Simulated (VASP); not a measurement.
# In26GaP27 (a cell with a defect) in VASP: single point with PBE

Aim: the single point of In26GaP27 (a cell with a defect) with PBE.

All numbers are computed with VASP 6.6.1; they aren't measurements. Logs are shortened: lines on timing, memory, paths and dates and some standing lists are left out, and cuts for length are marked.

## 1. The cell of the first run

The cell holds a defect, 54 atoms: a = 12.433 Å, b = 12.433 Å, c = 12.433 Å, α = 60.00°, β = 60.00°, γ = 60.00°.

## 2. Single point, PBE, collinear spin, zero start

INCAR reads:

```
ALGO = Normal
EDIFF = 1E-6
ENCUT = 400
GGA = PE
GGA_COMPAT = F
ISIF = 2
ISMEAR = 0
ISPIN = 2
LASPH = T
LCHARG = F
LORBIT = 11
LREAL = Auto
LWAVE = F
MAGMOM = 0 0 0 0 0 0 0 0 0 0 0 0 0 0 0 0 0 0 0 0 0 0 0 0 0 0 0 0 0 0 0 0 0 0 0 0 0 0 0 0 0 0 0 0 0 0 0 0 0 0 0 0 0 0
NBANDS = 280
NELM = 200
PREC = Accurate
SIGMA = 0.05
```

KPOINTS reads:

```
k-points
0
Gamma
  1 1 1
```

POSCAR reads:

```
In26GaP27
1.0
    0.0000000000      8.7915000000      8.7915000000
    8.7915000000      0.0000000000      8.7915000000
    8.7915000000      8.7915000000      0.0000000000
Ga In P
1 26 27
Direct
   -0.0004298679      0.0000229112     -0.0000144586
    0.0002058200     -0.0001782886      0.3307676468
    0.0000134065      0.0000346600      0.6690045933
    0.0001605361      0.3307336472     -0.0000811550
    0.0005228352      0.3331920372      0.3330113939
    0.0002478623      0.3305212309      0.6688582455
    0.0000131750      0.6691204224      0.0000798254
    0.0003326277      0.6687877441      0.3304986810
   -0.0001261593      0.6666787494      0.6667596702
    0.3306792000     -0.0000087573      0.0001150857
    0.3330650671      0.0003690768      0.3332818349
    0.3308450094     -0.0000526989      0.6691813343
    0.3329500881      0.3333509039      0.0004275238
    0.3330848046      0.3332105440      0.3331646021
    0.3335401051      0.3334068536      0.6664358549
    0.3307254738      0.6689569666      0.0001713342
    0.3334906294      0.6663617713      0.3334374235
    0.3334672004      0.6664073146      0.6665135234
    0.6690298860     -0.0001308958     -0.0001068039
    0.6692535844     -0.0003280053      0.3310040130
    0.6666715369     -0.0003013418      0.6666360545
    0.6691397303      0.3308812382     -0.0002006186
    0.6665639954      0.3334172677      0.3334859069
    0.6665667179      0.3334293661      0.6663714552
    0.6666818996      0.6665861899     -0.0002202876
    0.6665794064      0.6662984693      0.3334623994
    0.6664696667      0.6668100866      0.6667331548
    0.0783683142      0.0786199322      0.0785487629
    0.0828393952      0.0829269494      0.4170258114
    0.0787700036      0.0783222489      0.7640684931
    0.0828005574      0.4171157285      0.0828436893
    0.0829560117      0.4169118397      0.4170031465
    0.0834832924      0.4166514627      0.7496961744
    0.0786992536      0.7640244915      0.0783880396
    0.0834338183      0.7495854597      0.4168454306
    0.0835194781      0.7499198625      0.7499185220
    0.4170235079      0.0829711460      0.0829207745
    0.4171520840      0.0828909408      0.4169740264
    0.4167446419      0.0834361522      0.7499443366
    0.4171725397      0.4168764809      0.0829192745
    0.4166329104      0.4164995070      0.4165460871
    0.4166530690      0.4164808853      0.7501838950
    0.4168425747      0.7497619265      0.0834396215
    0.4166037451      0.7500994297      0.4165365983
    0.4164440571      0.7498231570      0.7500612296
    0.7642403474      0.0784651208      0.0786372987
    0.7500737021      0.0834440520      0.4165072658
    0.7497969918      0.0834173240      0.7497202646
    0.7499916060      0.4164332369      0.0834897591
    0.7503341718      0.4164661141      0.4165492941
    0.7500040060      0.4168275257      0.7496017905
    0.7497999271      0.7497414663      0.0834754028
    0.7501305096      0.7495061414      0.4167282292
    0.7500374713      0.7498500535      0.7499407453
```

Potentials or basis: VASP PAW PBE potentials, release 64 (Ga_d, In_d, P).

Run with:

```console
$ cat potpaw_PBE.64/Ga_d/POTCAR potpaw_PBE.64/In_d/POTCAR potpaw_PBE.64/P/POTCAR > POTCAR
$ mpirun -np 1 vasp_gam > vasp.out
```

OUTCAR:

```text
EDIFF = 1E-6
   ENCUT = 400
   GGA = PE
   ISIF = 2
   ISMEAR = 0
   ISPIN = 2
   LASPH = T
   LORBIT = 11
   LREAL = Auto
   NELM = 200
   PREC = Accurate

 ion  position               nearest neighbor table
   1  1.000  0.000  1.000-  46 2.39  30 2.39  28 2.40  34 2.40
   2  0.000  1.000  0.331-  47 2.54  35 2.54  29 2.56  28 2.56
   3  0.000  0.000  0.669-  36 2.54  48 2.54  29 2.56  30 2.56
   4  0.000  0.331  1.000-  49 2.54  33 2.54  31 2.56  28 2.56
   5  0.001  0.333  0.333-  32 2.54  31 2.54  50 2.54  29 2.54
   6  0.000  0.331  0.669-  33 2.54  51 2.54  32 2.56  30 2.56
[... 46 lines left out ...]
  53  0.750  0.750  0.417-  27 2.54  26 2.54  20 2.54   8 2.54
  54  0.750  0.750  0.750-  27 2.54   9 2.54  25 2.54  21 2.54

  LATTYP: Found a face centered cubic cell.
 ALAT       =    17.5830000000

  Lattice vectors:

 A1 = (   0.0000000000,   8.7915000000,   8.7915000000)
 A2 = (   8.7915000000,   0.0000000000,   8.7915000000)
 A3 = (   8.7915000000,   8.7915000000,   0.0000000000)

Analysis of symmetry for initial positions (statically):
=====================================================================
 Subroutine PRICEL returns:
 Original cell was already a primitive cell.

 Routine SETGRP: Setting up the symmetry group for a
 face centered cubic supercell.

 Subroutine GETGRP returns: Found  1 space group operations
 (whereof  1 operations were pure point group operations)
 out of a pool of 48 trial point group operations.

The static configuration has the point symmetry C_1 .

Analysis of symmetry for dynamics (positions and initial velocities):
=====================================================================
 Subroutine PRICEL returns:
 Original cell was already a primitive cell.

 Routine SETGRP: Setting up the symmetry group for a
 face centered cubic supercell.

 Subroutine GETGRP returns: Found  1 space group operations
 (whereof  1 operations were pure point group operations)
 out of a pool of 48 trial point group operations.

The dynamic configuration has the point symmetry C_1 .

Analysis of structural, dynamic, and magnetic symmetry:
=====================================================================
 Subroutine PRICEL returns:
 Original cell was already a primitive cell.

 Routine SETGRP: Setting up the symmetry group for a
 face centered cubic supercell.

 Subroutine GETGRP returns: Found  1 space group operations
 (whereof  1 operations were pure point group operations)
 out of a pool of 48 trial point group operations.

The overall configuration has the point symmetry C_1 .

 Subroutine INISYM returns: Found  1 space group operations
 (whereof  1 operations are pure point group operations),
 and found     1 'primitive' translations

----------------------------------------------------------------------------------------

                                     Primitive cell

  volume of cell :    1358.9984

  direct lattice vectors                    reciprocal lattice vectors
     0.000000000  8.791500000  8.791500000    -0.056873116  0.056873116  0.056873116
     8.791500000  0.000000000  8.791500000     0.056873116 -0.056873116  0.056873116
     8.791500000  8.791500000  0.000000000     0.056873116  0.056873116 -0.056873116

  length of vectors
    12.433058534 12.433058534 12.433058534     0.098507127  0.098507127  0.098507127

  position of ions in fractional coordinates (direct lattice)
     0.999570132  0.000022911  0.999985541
     0.000205820  0.999821711  0.330767647
     0.000013407  0.000034660  0.669004593
     0.000160536  0.330733647  0.999918845
     0.000522835  0.333192037  0.333011394
     0.000247862  0.330521231  0.668858245
[... 46 lines left out ...]
     0.750130510  0.749506141  0.416728229
     0.750037471  0.749850053  0.749940745

  ion indices of the primitive-cell ions
   primitive index   ion index
                 1           1
                 2           2
                 3           3
                 4           4
                 5           5
                 6           6
[... 46 lines left out ...]
                53          53
                54          54

----------------------------------------------------------------------------------------

 KPOINTS: k-points

Automatic generation of k-mesh.
 Grid dimensions read from file:
 generate k-points for:    1    1    1

 Generating k-lattice:

  Cartesian coordinates                     Fractional coordinates (reciprocal lattice)
    -0.056873116  0.056873116  0.056873116     1.000000000  0.000000000  0.000000000
     0.056873116 -0.056873116  0.056873116     0.000000000  1.000000000  0.000000000
     0.056873116  0.056873116 -0.056873116     0.000000000  0.000000000  1.000000000

  Length of vectors
     0.098507127  0.098507127  0.098507127

  Shift w.r.t. Gamma in fractional coordinates (k-lattice)
     0.000000000  0.000000000  0.000000000

 Subroutine IBZKPT returns following result:
 ===========================================

 Found      1 irreducible k-points:

 Following reciprocal coordinates:
            Coordinates               Weight
  0.000000  0.000000  0.000000      1.000000
   k-points           NKPTS =      1   k-points in BZ     NKDIM =      1   number of bands    NBANDS=    280
   number of dos      NEDOS =    301   number of ions     NIONS =     54
   total plane-waves  NPLWV = 592704
   dimension x,y,z NGX =    84 NGY =   84 NGZ =   84
   dimension x,y,z NGXF=   168 NGYF=  168 NGZF=  168
   ions per type =               1  26  27
   NGX,Y,Z   is equivalent  to a cutoff of  11.23, 11.23, 11.23 a.u.
   NGXF,Y,Z  is equivalent  to a cutoff of  22.46, 22.46, 22.46 a.u.
 SYSTEM =  unknown system
   PREC   = accura    normal or accurate (medium, high low for compatibility)
   ISTART =      0    job   : 0-new  1-cont  2-samecut
   ICHARG =      2    charge: 1-file 2-atom 10-const
   ISPIN  =      2    spin polarized calculation?
   LNONCOLLINEAR =      F non collinear calculations
   LSORBIT =      F    spin-orbit coupling
   LASPH  =      T    aspherical Exc in radial PAW
   ENCUT  =  400.0 eV  29.40 Ry    5.42 a.u.  20.28 20.28 20.28*2*pi/ulx,y,z
   NELM   =    200;   NELMIN=  2; NELMDL= -5     # of ELM steps
   EDIFF  = 0.1E-05   stopping-criterion for ELM
   LREAL  =      T    real-space projection
   EDIFFG = 0.1E-04   stopping-criterion for IOM
   NSW    =      0    number of steps for IOM
   IBRION =     -1    ionic relax: 0-MD 1-quasi-New 2-CG
   NFREE  =      0    steps in history (QN), initial steepest desc. (CG)
   ISIF   =      2    stress and relaxation
   ISYM   =      2    0-nonsym 1-usesym 2-fastsym
   POTIM  = 0.5000    time-step for ionic-motion
   TEBEG  =    0.0;   TEEND  =   0.0 temperature during run
   PSTRESS=    0.0 pullay stress
   NELECT =     486.0000    total number of electrons
   NUPDOWN=      -1.0000    fix difference up-down
   EMIN   =  10.00;   EMAX   =-10.00  energy-range for DOS
   EFERMI =   0.00;   METHOD = LEGACY
   ISMEAR =     0;   SIGMA  =   0.05  broadening in eV -4-tet -1-fermi 0-gaus
   EFERMI_NEDOS =   21; number of points for ismear=-14 and -15
   IALGO  =     38    algorithm
   IMIX   =      4    mixing-type and parameters
     AMIX     =   0.40;   BMIX     =  1.00
     AMIX_MAG =   1.60;   BMIX_MAG =  1.00
  volume/ion in A,a.u.               =      25.17       169.83
  Fermi-wavevector in a.u.,A,eV,Ry     =   1.162021  2.195901 18.371846  1.350293
  Thomas-Fermi vector in A             =   2.298587
   LORBIT       =     11    0 simple, 1 ext, 2 COOP (PROOUT), +10 PAW based schemes
   GGA     = PE    functional components
   LHFCALC =     F    Hartree Fock is set to
   AEXX    =    0.0000 exact exchange contribution
   IVDW    =     0    specifies the selected vdW correction
   LEPSILON=     F    determine dielectric tensor
   LRPA    =     F    only Hartree local field effects (RPA)
 spin polarized calculation
 Gauss-broadening in eV      SIGMA  =   0.05
  energy-cutoff  :      400.00
  volume of cell :     1359.00
 maximum number of plane-waves:     12347
 NGX is ok and might be reduce to    84
   NGX = 41   NGY = 41   NGZ = 41

 number of electron     485.9999863 magnetization      -0.0000000

 number of electron     485.9999863 magnetization       0.0000000

 Free energy of the ion-electron system (eV)
  ---------------------------------------------------
  ext. energy  EPLUGINS =         0.00000000
  ---------------------------------------------------
  free energy    TOTEN  =      -216.31784742 eV

  energy without entropy =     -216.31784742  energy(sigma->0) =     -216.31784742

 E-fermi :   5.5041     XC(G=0):  -9.2108

 val. band max:        5.2195388358   @ k =   0.0000   0.0000   0.0000
 cond. band min:       5.8630140344   @ k =   0.0000   0.0000   0.0000
 fundamental gap:      0.6434751986
 Fermi energy:         5.5040933119

 spin component 1

 k-point     1 :       0.0000    0.0000    0.0000
  band No.  band energies     occupation
      1      -9.4643      1.00000
      2      -9.4639      1.00000
      3      -9.4637      1.00000
      4      -9.3753      1.00000
      5      -9.3751      1.00000
      6      -9.2305      1.00000
[... 247 lines left out ...]
    254       7.1950      0.00000
    255       7.1959      0.00000
 Fermi energy:         5.5040933119

 spin component 2

 k-point     1 :       0.0000    0.0000    0.0000
  band No.  band energies     occupation
      1      -9.4643      1.00000
      2      -9.4639      1.00000
      3      -9.4637      1.00000
      4      -9.3753      1.00000
      5      -9.3751      1.00000
      6      -9.2305      1.00000
[... 247 lines left out ...]
    254       7.1950      0.00000
    255       7.1959      0.00000
 [bands above 255 left out]

------------------------ aborting loop because EDIFF is reached ----------------------------------------

  FORCE on cell =-STRESS in cart. coord.  units (eV):
  Direction    XX          YY          ZZ          XY          YZ          ZX
  --------------------------------------------------------------------------------------
  -------------------------------------------------------------------------------------
  Total       29.7887847     29.7712457     29.7754045     -0.0156270      0.0453773     -0.0311760
  in kB       35.1191851     35.0985078     35.1034108     -0.0184234      0.0534971     -0.0367546
  external PRESSURE =      35.1070346 kB  Pullay stress =       0.0000000 kB

 VOLUME and BASIS-vectors are now :
 -----------------------------------------------------------------------------
  energy-cutoff  :      400.00
  volume of cell :     1359.00
      direct lattice vectors                 reciprocal lattice vectors
     0.000000000  8.791500000  8.791500000    -0.056873116  0.056873116  0.056873116
     8.791500000  0.000000000  8.791500000     0.056873116 -0.056873116  0.056873116
     8.791500000  8.791500000  0.000000000     0.056873116  0.056873116 -0.056873116

 POSITION                                       TOTAL-FORCE (eV/Angst)
 -----------------------------------------------------------------------------------
      8.79157     17.57909      8.78792        -0.012210      0.018931      0.018381
     11.69788      2.90975      8.79174        -0.007837     -0.006011      0.006682
      5.88186      5.88167      0.00042         0.004639     -0.001172      0.005058
     11.69843      8.79220      2.90906        -0.007135     -0.000846     -0.006381
      5.85693      2.93227      2.93385        -0.009491      0.004526     -0.005203
      8.78604      5.88245      2.90796         0.008166      0.008232     -0.011094
[... 46 lines left out ...]
     10.25295     10.25844     13.18406         0.003876     -0.008226      0.010701
     13.18541     13.18706     13.18626         0.005628     -0.002019      0.000593
 -----------------------------------------------------------------------------------
    total drift:                               -0.001564     -0.004064     -0.003353

  FREE ENERGIE OF THE ION-ELECTRON SYSTEM (eV)
  ---------------------------------------------------
  free  energy   TOTEN  =      -216.3178474203 eV

  energy  without entropy=     -216.3178474203  energy(sigma->0) =     -216.31784742

 total charge

# of ion       s       p       d       tot
------------------------------------------
    1        0.824   0.800  10.013  11.637
    2        0.797   0.770   9.903  11.469
    3        0.797   0.770   9.903  11.470
    4        0.797   0.770   9.903  11.470
    5        0.798   0.783   9.905  11.486
    6        0.797   0.770   9.903  11.470
[... 46 lines left out ...]
   53        1.001   1.547   0.000   2.548
   54        1.000   1.549   0.000   2.549
--------------------------------------------------
tot         48.565  62.701 267.517 378.784

 magnetization (x)

# of ion       s       p       d       tot
------------------------------------------
    1       -0.000   0.000   0.000   0.000
    2        0.000  -0.000   0.000   0.000
    3       -0.000  -0.000   0.000  -0.000
    4        0.000  -0.000   0.000   0.000
    5        0.000   0.000  -0.000   0.000
    6       -0.000  -0.000   0.000  -0.000
[... 46 lines left out ...]
   53        0.000  -0.000   0.000   0.000
   54        0.000  -0.000   0.000   0.000
--------------------------------------------------
tot          0.000  -0.000  -0.000  -0.000
```

Run time: 22 min. Hardware: 1 thread of Intel Xeon Platinum 8375C at 2.90GHz (Ice Lake), shared host; peak memory 1.5 GiB.

Results:

```yaml
Free_energy: -216.3178 eV
Pressure: 3.5 GPa
Largest_force: 0.056 eV/Å
Band_gap_on_the_k_mesh: 0.64 eV
Net_moment: 0.00 μB per cell
Valence_electrons_inside_the_program's_atomic_spheres: Ga 11.64; In 11.47, 11.49, 11.48; P 2.53, 2.54, 2.55
```

Forces in eV/Å, atoms in the order of the input:
```
Ga  -0.012  0.019  0.018
In  -0.008 -0.006  0.007
In   0.005 -0.001  0.005
In  -0.007 -0.001 -0.006
In  -0.009  0.005 -0.005
In   0.008  0.008 -0.011
In  -0.006 -0.004 -0.008
In   0.011 -0.003  0.004
In  -0.004  0.008 -0.001
In   0.015 -0.002 -0.004
In  -0.003 -0.002  0.012
In  -0.007 -0.015  0.008
In  -0.010  0.015 -0.004
In  -0.017  0.008 -0.002
In   0.006 -0.003  0.001
In  -0.005  0.007 -0.004
In   0.007  0.002  0.001
In  -0.011 -0.003  0.002
In   0.025  0.014  0.017
In  -0.009 -0.022  0.007
In  -0.006 -0.007  0.010
In  -0.017  0.013 -0.014
In  -0.003 -0.004 -0.002
In   0.008  0.006 -0.002
In  -0.010  0.015 -0.005
In   0.010 -0.006 -0.001
In  -0.009 -0.003 -0.004
P   -0.003  0.023  0.012
P   -0.003  0.001 -0.009
P    0.007 -0.017  0.007
P    0.001 -0.012  0.004
P    0.005 -0.001  0.004
P    0.001  0.008 -0.008
P    0.013  0.012 -0.005
P   -0.007 -0.017  0.014
P    0.002 -0.006 -0.010
P   -0.008 -0.007 -0.008
P    0.005  0.020 -0.007
P   -0.002 -0.004 -0.014
P    0.009 -0.009  0.013
P   -0.003  0.002  0.000
P    0.004 -0.003 -0.001
P    0.009 -0.021 -0.009
P    0.004  0.002  0.000
P    0.001  0.006  0.012
P    0.016 -0.041 -0.034
P    0.002  0.009 -0.013
P    0.004  0.019  0.007
P    0.004 -0.008  0.012
P   -0.004 -0.003  0.000
P   -0.005  0.014 -0.011
P   -0.002  0.005  0.014
P    0.004 -0.008  0.011
P    0.006 -0.002  0.001
```

Levels at points of the mesh, in eV from the valence-band top:
Spin up:
```csv
k point,band 239,band 240,band 241,band 242,band 243,band 244,band 245,band 246,band 247,band 248
"(0.00, 0.00, 0.00)",-0.74,-0.74,0.00,0.00,0.00,0.64,1.43,1.55,1.55,1.55
```
Spin down:
| k point | band 241 | band 242 | band 243 | band 244 | band 245 | band 246 |
| --- | --- | --- | --- | --- | --- | --- |
| (0.00, 0.00, 0.00) | 0.00 | 0.00 | 0.00 | 0.64 | 1.43 | 1.55 |

Caveat: the k points lie up to 0.62 Å⁻¹ apart; spin-orbit coupling is left out, which moves the levels of the heavy elements.
